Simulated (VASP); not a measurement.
NaRuS3:

```
CELL_PARAMETERS angstrom
4.34771 0.00000 0.00000
0.00000 4.34771 0.00000
0.00000 0.00000 4.40220
ATOMIC_POSITIONS crystal
Na 0.00000 0.00000 0.00000
Ru 0.50000 0.50000 0.51500
S 0.50000 0.50000 0.97500
S 0.00000 0.50000 0.48500
S 0.50000 0.00000 0.48500
```

* Program: VASP 6.6.1
* Task: relaxation of cell and atoms
* Functional: PBE
* Potentials or basis: VASP PAW PBE potentials, release 64 (Na_pv, Ru_pv, S)
* Cutoff: 600 eV
* k mesh: 4 × 4 × 4
* Occupations: gaussian, width 0.1 eV
* Spin: no spin polarisation

At the start: pressure 28.3 GPa; volume 16.64 Å³/atom.

Question: How do energy, volume and symmetry change on relaxing?

Answer: Over 56 steps the energy falls by 482.9 meV/atom and the volume is 21.79 Å³/atom (+31.0 %); space group P4mm (No. 99, to 0.1 Å) before and after.

Step by step:
```tsv
step	energy change (eV)	largest force (eV/Å)	pressure (GPa)	volume (Å³)
1	0.0000	3.5285	28.30	83.21
3	-1.5217	1.4131	0.20	102.42
5	-1.6341	1.5080	-0.52	103.57
7	-1.8042	1.0213	-1.25	106.07
9	-1.8843	1.4924	-1.20	107.20
11	-2.0225	2.2369	-1.34	107.96
13	-2.0562	1.5581	-3.99	107.84
15	-2.2046	1.3549	-2.66	106.98
17	-2.3131	0.6299	-0.81	102.84
19	-2.3280	0.1549	1.04	101.08
21	-2.3567	0.1824	0.99	102.27
23	-2.3787	0.6566	2.15	107.23
25	-2.3949	0.0789	0.70	110.26
27	-2.4003	0.1651	0.02	110.78
29	-2.4014	0.1323	-0.20	110.87
31	-2.4034	0.0951	-0.34	110.56
33	-2.4047	0.1499	0.54	108.41
35	-2.4065	0.0671	0.19	109.12
37	-2.4073	0.1183	0.17	108.89
39	-2.4084	0.0611	-0.27	109.07
41	-2.4097	0.1195	-0.05	108.20
43	-2.4102	0.0464	0.16	107.88
45	-2.4109	0.0706	-0.07	108.29
47	-2.4121	0.0885	-0.13	108.44
49	-2.4125	0.1578	-0.14	108.57
51	-2.4132	0.1325	-0.06	108.57
53	-2.4138	0.0919	0.34	108.57
55	-2.4144	0.0589	0.17	108.72
56	-2.4147	0.0212	0.08	108.97
```

Final structure:
```yaml
crystal:
  lattice:
    - [4.39134, 0.00000, 0.00000]
    - [0.00000, 4.39134, 0.00000]
    - [0.00000, 0.00000, 5.65071]
  atoms:
    - { symbol: Na, position: [0.00000, 0.00000, 0.04077] }
    - { symbol: Ru, position: [0.50000, 0.50000, 0.56494] }
    - { symbol: S, position: [0.50000, 0.50000, 0.95411] }
    - { symbol: S, position: [0.00000, 0.50000, 0.45009] }
    - { symbol: S, position: [0.50000, 0.00000, 0.45009] }
```

Caveat: the k points lie up to 0.36 Å⁻¹ apart in the final cell, too coarse for converged energies and pressures of a metal; the volume moved by over 15 % at a fixed basis, so the end points are rough.
